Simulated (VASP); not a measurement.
# CdC2 (Immm) in VASP: vibrations by perturbation theory with PBE

Aim: the vibrations by perturbation theory of CdC2 with PBE.

Program: VASP 6.6.1. These are calculated values, not measurements. Logs are shortened: lines on timing, memory, paths and dates and some standing lists are left out, and cuts for length are marked.

### 1 The cell of the first run

The structure is orthorhombic, space group Immm (No. 71). The conventional cell has a = 3.455 Å, b = 4.641 Å, c = 5.158 Å, α = 90.00°, β = 90.00°, γ = 90.00°. Within 3.2 Å of Cd (site symmetry mmm) lie 8 C at 2.42 to 2.65 Å. Within 1.7 Å of C (site symmetry m2m) lie 1 C at 1.26 Å.

### 2 Vibrations by perturbation theory, PBE

The input, INCAR:

```
PREC = Accurate ; ENCUT = 520
EDIFF = 1E-8 ; ISMEAR = 0
SIGMA = 0.01 ; LREAL = False
LASPH = True ; NELM = 80
ALGO = Normal ; ISIF = 2
LWAVE = False ; LCHARG = False
GGA = PE ; IBRION = 8
NSW = 1 ; LEPSILON = True
```

The input, KPOINTS:

```
regular mesh
0
Gamma
  10 10 10
```

The input, POSCAR:

```
CdC2
1.0
   -1.7275803892      2.3206086808      2.5789339062
    1.7275803892     -2.3206086808      2.5789339062
    1.7275803892      2.3206086808     -2.5789339062
Cd C
1 2
Direct
    0.0000000000      0.0000000000      0.0000000000
    0.3642641509      0.5000000000      0.8642641509
    0.6357358491      0.5000000000      0.1357358491
```

Potentials or basis: VASP PAW PBE potentials, release 64 (Cd, C).

On the command line:

```bash
cat potpaw_PBE.64/Cd/POTCAR potpaw_PBE.64/C/POTCAR > POTCAR
mpirun -np 1 vasp_std > vasp.out
```

OUTCAR:

```text
PREC = Accurate
   ENCUT = 520
   EDIFF = 1E-8
   ISMEAR = 0
   LREAL = False
   LASPH = True
   NELM = 80
   ISIF = 2
   GGA = PE
   IBRION = 8
   NSW = 1
   LEPSILON = True

 ion  position               nearest neighbor table
   1  0.000  0.000  0.000-   2 2.42   3 2.42   2 2.42   3 2.42   3 2.65   2 2.65   3 2.65   2 2.65

   2  0.364  0.500  0.864-   3 1.26   1 2.42   1 2.42   1 2.65   1 2.65
   3  0.636  0.500  0.136-   2 1.26   1 2.42   1 2.42   1 2.65   1 2.65

  LATTYP: Found a body centered orthorhombic cell.
 ALAT       =     3.4551607784
 B/A-ratio  =     1.3432710254
 C/A-ratio  =     1.4928011005

  Lattice vectors:

 A1 = (  -1.7275803892,   2.3206086808,   2.5789339062)
 A2 = (   1.7275803892,  -2.3206086808,   2.5789339062)
 A3 = (   1.7275803892,   2.3206086808,  -2.5789339062)

Analysis of symmetry for initial positions (statically):
=====================================================================
 Subroutine PRICEL returns:
 Original cell was already a primitive cell.

 Routine SETGRP: Setting up the symmetry group for a
 body centered orthorhombic supercell.

 Subroutine GETGRP returns: Found  8 space group operations
 (whereof  8 operations were pure point group operations)
 out of a pool of  8 trial point group operations.

The static configuration has the point symmetry D_2h.

Analysis of symmetry for dynamics (positions and initial velocities):
=====================================================================
 Subroutine PRICEL returns:
 Original cell was already a primitive cell.

 Routine SETGRP: Setting up the symmetry group for a
 body centered orthorhombic supercell.

 Subroutine GETGRP returns: Found  8 space group operations
 (whereof  8 operations were pure point group operations)
 out of a pool of  8 trial point group operations.

The dynamic configuration has the point symmetry D_2h.

 Subroutine INISYM returns: Found  8 space group operations
 (whereof  8 operations are pure point group operations),
 and found     1 'primitive' translations

----------------------------------------------------------------------------------------

                                     Primitive cell

  volume of cell :      41.3562

  direct lattice vectors                    reciprocal lattice vectors
    -1.727580389  2.320608681  2.578933906     0.000000000  0.215460713  0.193878563
     1.727580389 -2.320608681  2.578933906     0.289422132  0.000000000  0.193878563
     1.727580389  2.320608681 -2.578933906     0.289422132  0.215460713  0.000000000

  length of vectors
     3.875649461  3.875649461  3.875649461     0.289848609  0.348359108  0.360816421

  position of ions in fractional coordinates (direct lattice)
     0.000000000  0.000000000  0.000000000
     0.364264151  0.500000000  0.864264151
     0.635735849  0.500000000  0.135735849

  ion indices of the primitive-cell ions
   primitive index   ion index
                 1           1
                 2           2
                 3           3

----------------------------------------------------------------------------------------

[... 579 lines left out ...]

--------------------------------------- Ionic step        3  -------------------------------------------

------------------------ aborting loop because EDIFF is reached ----------------------------------------

 PIEZOELECTRIC TENSOR FIELD DIRECTION 3  (e Angst)
 -----------------------------------------------------------------------------
    -0.00087  0.00000  0.00000           ( -0.00003  0.00000  0.00000)
     0.00000 -0.00785  0.00000           (  0.00000 -0.00003  0.00000)
     0.00000  0.00000  0.00221           (  0.00000  0.00000  0.00003)

 PIEZOELECTRIC TENSOR FIELD DIRECTION 3  (C/m^2)
 -----------------------------------------------------------------------------
    -0.00034  0.00000  0.00000
     0.00000 -0.00304  0.00000
     0.00000  0.00000  0.00086

--------------------------------------- Ionic step        4  -------------------------------------------
[... 17 lines left out ...]
------------------------ aborting loop because EDIFF is reached ----------------------------------------

--------------------------------------- Ionic step        9  -------------------------------------------

 Free energy of the ion-electron system (eV)
  ---------------------------------------------------
  ---------------------------------------------------
  free energy    TOTEN  =        -0.11452370 eV

  energy without entropy =       -0.11452370

------------------------ aborting loop because EDIFF is reached ----------------------------------------

 INTERNAL STRAIN TENSOR  FOR ION    2  DIRECTION 3   (eV/Angst):
 -----------------------------------------------------------------------------
    -0.00063  0.00000  0.00000
     0.00000 -0.00218 -2.24176
     0.00000 -1.94272  0.00228

 MACROSCOPIC STATIC DIELECTRIC TENSOR (including local field effects in DFT)
 ------------------------------------------------------
           6.564183     0.000000     0.000000
          -0.000000     9.074017     0.000000
           0.000000     0.000000     7.327617
 ------------------------------------------------------

 PIEZOELECTRIC TENSOR (including local field effects)  for field in x, y, z        (e  Angst)
          XX          YY          ZZ          XY          YZ          ZX
  --------------------------------------------------------------------------------
  x     0.00000     0.00000     0.00000     0.00000     0.00000     0.00000
  y     0.00000     0.00000     0.00000     0.00000     0.00000     0.00000
  z     0.00000     0.00000     0.00000     0.00000     0.00000     0.00000

 PIEZOELECTRIC TENSOR (including local field effects)  for field in x, y, z        (C/m^2)
          XX          YY          ZZ          XY          YZ          ZX
  --------------------------------------------------------------------------------
  x     0.00000     0.00000     0.00000     0.00000     0.00000     0.00000
  y     0.00000     0.00000     0.00000     0.00000     0.00000     0.00000
  z     0.00000     0.00000     0.00000     0.00000     0.00000     0.00000

 BORN EFFECTIVE CHARGES (including local field effects) (in |e|, cummulative output)
 ---------------------------------------------------------------------------------
 ion    1
    1     2.53190     0.00000     0.00000
    2    -0.00000     2.71519     0.00000
    3     0.00000     0.00000     2.69146
 ion    2
    1    -1.26595     0.00000     0.00000
    2     0.00000    -1.35760     0.00000
    3     0.00000     0.00000    -1.34573
 ion    3
    1    -1.26595     0.00000     0.00000
    2     0.00000    -1.35760     0.00000
    3     0.00000     0.00000    -1.34573

 INTERNAL STRAIN TENSOR FOR ION    3 for displacements in x,y,z  (eV/Angst):
          X           Y           Z          XY          YZ          ZX
  --------------------------------------------------------------------------------
  x     0.00000     0.00000     0.00000     0.29388     0.00000     0.00000
  y     8.04052   -87.29791    -1.07078     0.00000     0.00000     0.00000
  z     0.00000     0.00000     0.00000     0.00000     1.94272     0.00000

 SECOND DERIVATIVES (NOT SYMMETRIZED)
 ------------------------------------
               1X          1Y          1Z          2X          2Y          2Z          3X          3Y          3Z
  1X    -2.158760    0.000000    0.000000    1.079380    0.000000    0.000000    1.079380    0.000000    0.000000
  1Y     0.000000   -3.246903    0.000000    0.000000    1.623452    0.000000    0.000000    1.623452    0.000000
  1Z     0.000000    0.000000   -1.692183    0.000000    0.000000    0.846091    0.000000    0.000000    0.846091
  2X     1.067716    0.000000    0.000000   -1.629989   -0.000000    0.000000    0.562273    0.000000    0.000000
  2Y     0.000000    1.634400    0.000000    0.000000  -76.796460    0.000000    0.000000   75.162060    0.000000
  2Z     0.000000    0.000000    0.858849    0.000000    0.000000   -1.680669    0.000000    0.000000    0.821820
  3X     1.067716    0.000000    0.000000    0.562273    0.000000    0.000000   -1.629989   -0.000000    0.000000
  3Y     0.000000    1.634400    0.000000    0.000000   75.162060    0.000000    0.000000  -76.796460    0.000000
  3Z     0.000000    0.000000    0.858849    0.000000    0.000000    0.821820    0.000000    0.000000   -1.680669

 Eigenvectors and eigenvalues of the dynamical matrix
 ----------------------------------------------------

   1 f  =   55.606258 THz   349.384423 2PiTHz 1854.825111 cm-1   229.968901 meV
             X         Y         Z           dx          dy          dz
      0.000000  0.000000  0.000000    -0.000000    0.000000    0.000000
      1.727580  1.690629  0.000000     0.000000   -0.707107    0.000000
      0.000000  0.629980  2.578934    -0.000000    0.707107   -0.000000
[... 43 lines left out ...]
   9 f/i=    0.013045 THz     0.081967 2PiTHz    0.435148 cm-1     0.053951 meV
             X         Y         Z           dx          dy          dz
      0.000000  0.000000  0.000000     0.000000    0.000000   -0.908891
      1.727580  1.690629  0.000000     0.000000    0.000000   -0.294887
      0.000000  0.629980  2.578934     0.000000    0.000000   -0.294887

--------------------------------------------------------------------------------------------------------

 MACROSCOPIC STATIC DIELECTRIC TENSOR IONIC CONTRIBUTION
 ------------------------------------------------------
          13.039995     0.000000     0.000000
           0.000000     9.912438    -0.000000
           0.000000    -0.000000    18.636521
 ------------------------------------------------------

 ELASTIC MODULI CONTR FROM IONIC RELAXATION (kBar)
 Direction    XX          YY          ZZ          XY          YZ          ZX
 --------------------------------------------------------------------------------
 XX         -32.9643    357.9012      4.3899      0.0000     -0.0000      0.0000
 YY         357.9012  -3885.8217    -47.6628     -0.0000      0.0000      0.0000
 ZZ           4.3899    -47.6628     -0.5846     -0.0000      0.0000      0.0000
 XY           0.0000     -0.0000     -0.0000     -3.0525      0.0000      0.0000
 YZ          -0.0000      0.0000      0.0000      0.0000   -116.8552      0.0000
 ZX           0.0000      0.0000      0.0000      0.0000      0.0000      0.0000
 --------------------------------------------------------------------------------

 PIEZOELECTRIC TENSOR IONIC CONTR  for field in x, y, z        (C/m^2)
          XX          YY          ZZ          XY          YZ          ZX
  --------------------------------------------------------------------------------
  x     0.00000    -0.00000    -0.00000    -0.00000     0.00000     0.00000
  y    -0.00000     0.00000     0.00000    -0.00000    -0.00000     0.00000
  z    -0.00000     0.00000     0.00000    -0.00000     0.00000     0.00000
```

It took 16 min on 1 thread of AMD EPYC 9R45 (Zen 5), shared host; peak memory 0.56 GiB.

What came out:

```
Electronic dielectric tensor (diagonal) : 6.56, 9.07, 7.33
Born charges (mean of the diagonal)     : Cd +2.65; C -1.32 e
Highest phonon frequency at Γ           : 1855 cm⁻¹
```

Phonon frequencies in cm⁻¹ (negative: imaginary):
```
              q point                     frequencies
(0.000, 0.000, 0.000)  0 0 0 153 171 212 223 238 1855
```

Electronic dielectric tensor:
```
6.56 0.00 0.00
0.00 9.07 0.00
0.00 0.00 7.33
```

Born effective charge tensors (e):
atom 1, Cd
```
2.53 0.00 0.00
0.00 2.72 0.00
0.00 0.00 2.69
```
atom 2, C
```
-1.27  0.00  0.00
 0.00 -1.36  0.00
 0.00  0.00 -1.35
```
atom 3, C
```
-1.27  0.00  0.00
 0.00 -1.36  0.00
 0.00  0.00 -1.35
```

Caveat: the cell stands under pressure or tension, which shifts response properties.
